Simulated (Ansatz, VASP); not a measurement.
# Be2C in VASP and in Ansatz

The input INCAR:

```
SYSTEM = Be2C
ALGO = Normal ; EDIFF = 1E-7
EDIFFG = -0.002 ; ENCUT = 600
GGA = CA ; GGA_COMPAT = .FALSE.
IBRION = 2 ; ISIF = 3
ISMEAR = -1 ; LASPH = .TRUE.
LCHARG = .FALSE. ; LREAL = .FALSE.
LWAVE = .FALSE. ; NELM = 120
NELMIN = 4 ; NSW = 100
PREC = Accurate ; SIGMA = 0.08
```

File KPOINTS:

```
k-points
0
G
  14 14 14
  0 0 0
```

POSCAR

```
Be2C
1.0
    0.0000000000      2.1650000000      2.1650000000
    2.1650000000      0.0000000000      2.1650000000
    2.1650000000      2.1650000000      0.0000000000
Be C
2 1
Direct
    0.2500000000      0.2500000000      0.2500000000
    0.7500000000      0.7500000000      0.7500000000
    0.0000000000      0.0000000000      0.0000000000
```

Input for Ansatz:

```yaml
crystal:
  lattice:
    - [0.0, 2.165, 2.165]
    - [2.165, 0.0, 2.165]
    - [2.165, 2.165, 0.0]
  atoms:
    - { symbol: Be, position: [0.25, 0.25, 0.25] }
    - { symbol: Be, position: [0.75, 0.75, 0.75] }
    - { symbol: C, position: [0.0, 0.0, 0.0] }
kpoints:
  mp_grid: { grid: [14, 14, 14] }
scf:
  occupations: { method: fermi_dirac, width: 0.08 }
hamiltonian:
  xc: lda
  pseudopotentials: { kind: paw }
relax:
  f_tol: 0.002
  max_steps: 80
  cell: {}
output:
  forces: true
  stress: true
```

Alike in both runs: task relaxation of cell and atoms; functional LDA; k mesh 14 × 14 × 14; occupations fermi-dirac, width 0.08 eV; no spin polarisation.

|  | VASP | Ansatz |
| --- | --- | --- |
| version | VASP 6.6.1 | Ansatz 0.2.0 |
| potentials or method | VASP PAW LDA potentials, release 64 (Be, C) | PAW with Ansatz's default frozen-core files, scalar-relativistic |
| plane-wave cutoff (eV) | 600 | 420 |
| valence electrons in the cell | 8 | 8 |

VASP gave:

| Property | Result |
| --- | --- |
| relaxed volume (Å³/atom) | 6.49 |
| relaxed cell length with the largest relative difference (Å) | 3.020 |

Which values does Ansatz return?

Relaxed volume (Å³/atom): 6.48; relaxed cell length with the largest relative difference (Å): 3.018.

LDA's correlation is that of Perdew and Zunger in VASP and of Perdew and Wang (1992) in Ansatz.
